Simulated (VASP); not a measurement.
Set up this calculation in VASP 6.6.1, as the native input.

```
Task                   : single point
Functional             : PBE
Potentials or basis    : VASP PAW PBE potentials, release 64 (Sb, C)
Cutoff                 : 520 eV
k mesh                 : 6 × 6 × 6
Occupations            : gaussian, width 0.1 eV
Spin                   : no spin polarisation
Dipole correction      : no
Further INCAR settings : ALGO = Normal; EDIFF = 1e-06; NBANDS = 12
```

The structure of SbC lies in POSCAR:

```
SbC
1.0
    0.0000000000      2.4476351767      2.4476351767
    2.4476351767      0.0000000000      2.4476351767
    2.4476351767      2.4476351767      0.0000000000
Sb C
1 1
Direct
    0.0000000000      0.0000000000      0.0000000000
    0.5000000000      0.5000000000      0.5000000000
```

These files were run (other wordings do the same):

INCAR

```
SYSTEM = SbC
ALGO = Normal
EDIFF = 1E-6
ENCUT = 520
GGA = PE
ISIF = 2
ISMEAR = 0
LASPH = .TRUE.
LCHARG = .TRUE.
LELF = .TRUE.
LREAL = .FALSE.
LVHAR = .TRUE.
LWAVE = .FALSE.
NBANDS = 12
NELM = 80
PREC = Accurate
SIGMA = 0.1
```

KPOINTS

```
k-points
0
G
  6 6 6
  0 0 0
```

Potentials or basis: VASP PAW PBE potentials, release 64 (Sb, C).

Run with:

```console
$ cat potpaw_PBE.64/Sb/POTCAR potpaw_PBE.64/C/POTCAR > POTCAR
$ mpirun -np 1 vasp_std > vasp.out
```

Results of the run:

- Pressure: -0.4 GPa

Caveat: the k points lie up to 0.37 Å⁻¹ apart.

Wall time 5.5 s on 1 thread of Intel(R) Xeon(R) 6975P-C (Granite Rapids), with other jobs on the host, peak memory 0.15 GiB.
